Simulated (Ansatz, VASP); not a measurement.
# Co in VASP and in Ansatz

Contents of POSCAR:

```
Co
1.0
    2.5030729010      0.0000000000      0.0000000000
   -1.2515364506      2.1677247198      0.0000000000
    0.0000000000      0.0000000000      8.1946701348
Co
4
Direct
    0.6666666667      0.3333333333      0.7500000000
    0.0000000000      0.0000000000      0.5000000000
    0.3333333333      0.6666666667      0.2500000000
    0.0000000000      0.0000000000      0.0000000000
```

File INCAR.step1:

```
SYSTEM = Co
ALGO     = Normal         ! electronic algorithm
EDIFF    = 1E-4           ! SCF threshold, eV
ENCUT    = 520            ! plane-wave cutoff, eV
GGA      = PE             ! functional
ISMEAR   = -1             ! smearing method
ISPIN    = 2              ! spin polarisation
LASPH    = .TRUE.         ! aspherical terms in the spheres
LCHARG   = .FALSE.        ! write CHGCAR
LMAXMIX  = 4              ! l up to which the mixer works
LREAL    = .FALSE.        ! projectors in reciprocal space
LWAVE    = .TRUE.         ! write WAVECAR
MAGMOM   = 2 2 2 2        ! initial moments
NBANDS   = 30             ! bands
NELM     = 150            ! most SCF steps
PREC     = Accurate       ! precision mode
SIGMA    = 0.05           ! smearing width, eV
```

INCAR.step2

```
SYSTEM = Co
ALGO     = Normal         ! electronic algorithm
EDIFF    = 1E-6           ! SCF threshold, eV
ENCUT    = 520            ! plane-wave cutoff, eV
ISIF     = 2              ! what is computed and relaxed
ISMEAR   = -1             ! smearing method
ISPIN    = 2              ! spin polarisation
ISTART   = 1            
LASPH    = .TRUE.         ! aspherical terms in the spheres
LCHARG   = .TRUE.         ! write CHGCAR
LELF     = .TRUE.         ! ELF
LMAXMIX  = 4              ! l up to which the mixer works
LMIXTAU  = .TRUE.       
LORBIT   = 11             ! projections on sites
LREAL    = .FALSE.        ! projectors in reciprocal space
LVHAR    = .TRUE.       
LWAVE    = .FALSE.        ! write WAVECAR
MAGMOM   = 2 2 2 2        ! initial moments
METAGGA  = R2SCAN         ! meta-GGA
NBANDS   = 30             ! bands
NELM     = 150            ! most SCF steps
PREC     = Accurate       ! precision mode
SIGMA    = 0.05           ! smearing width, eV
```

The input KPOINTS:

```
k-points
0
G
  12 12 4
  0 0 0
```

The input input.yaml:

```yaml
crystal:
  lattice:
    - [2.503072901, 0.0, 0.0]
    - [-1.2515364506, 2.1677247198, 0.0]
    - [0.0, 0.0, 8.1946701348]
  atoms:
    - { symbol: Co, position: [0.6666666667, 0.3333333333, 0.75], spin: 2.0 }
    - { symbol: Co, position: [0.0, 0.0, 0.5], spin: 2.0 }
    - { symbol: Co, position: [0.3333333333, 0.6666666667, 0.25], spin: 2.0 }
    - { symbol: Co, position: [0.0, 0.0, 0.0], spin: 2.0 }
hamiltonian:
  xc: r2scan
  pseudopotentials: { kind: paw }
magnetization:
  spin_polarized: true
kpoints:
  mp_grid: { grid: [12, 12, 4] }
scf:
  occupations: { method: fermi_dirac, width: 0.05 }
output:
  forces: true
  stress: true
  eigenvalues: true
```

Alike in both runs: task single point; functional r2SCAN; k mesh 12 × 12 × 4; occupations fermi-dirac, width 0.05 eV; collinear spin.

|  | VASP | Ansatz |
| --- | --- | --- |
| version | VASP 6.6.1 | Ansatz 0.2.0 |
| potentials or method | VASP PAW PBE potentials, release 64 (Co) | Ansatz PAW |
| plane-wave cutoff (eV) | 520 | 500 |
| valence electrons in the cell | 36 | 68 |

|  | VASP | Ansatz | Ansatz less VASP |
| --- | --- | --- | --- |
| gap on the k mesh at the Fermi level (eV) | none | none | - |
| pressure (GPa) | -8.4 | -8.6 | -0.17 |
| traceless stress, the component that is largest in VASP (GPa) | 0.20 | 0.16 | -0.048 |
| net moment per atom (μB) | 1.77 | 1.78 | +0.004 |
| size of the moment on the site where the two differ most (μB) | 1.86 | 1.93 | +0.071 |

VASP's potentials were made for PBE, not for r2SCAN. Site moments also hang on the region over which each program counts them. A gap of «none» marks a metal or a gap that the smearing closes. VASP's potentials hold 36 valence electrons a cell and Ansatz's 68, so a difference there can come from the potentials and not from the codes.

Noted on Ansatz's run: the magnetic or orbital state may not be the lowest.
